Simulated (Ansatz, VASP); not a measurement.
One calculation of Al3BSb2, two programs

```
Al B Sb
1.0
    -2.07380    2.07380    8.22106
     2.07380   -2.07380    8.22106
     2.07380    2.07380   -8.22106
Al B Sb
3 1 2
Direct
  0.96046 0.46046 0.50000
  0.53954 0.03954 0.50000
  0.25000 0.75000 0.50000
  0.00000 0.00000 0.00000
  0.64981 0.64981 0.00000
  0.35019 0.35019 0.00000
```

Alike in both runs: functional PBE; k mesh 10 × 10 × 10; occupations gaussian, width 0.1 eV; no spin polarisation.

Ansatz relaxed the structure, and its values are those at the end. VASP's run is a single point on that final structure, the one shown.

```csv
,VASP,Ansatz
version,VASP 6.6.1,Ansatz 0.2.0
potentials or method,"VASP PAW PBE potentials, release 64 (Al, B, Sb), cutoff 520 eV","scalar-relativistic, plane waves, PAW"
valence electrons in the cell,22,42
```

|  | VASP | Ansatz | Ansatz less VASP |
| --- | --- | --- | --- |
| gap on the k mesh at the Fermi level (eV) | none | none | - |
| pressure (GPa) | 0.1 | 0.0 | -0.12 |
| rms of the force components (eV/Å) | 0.006 | 0.000 | -0.0061 |

A gap of «none» marks a metal or a gap that the smearing closes. VASP's potentials hold 22 valence electrons a cell and Ansatz's 42, so a difference there can come from the potentials and not from the codes.

Neither program's run includes spin-orbit coupling.
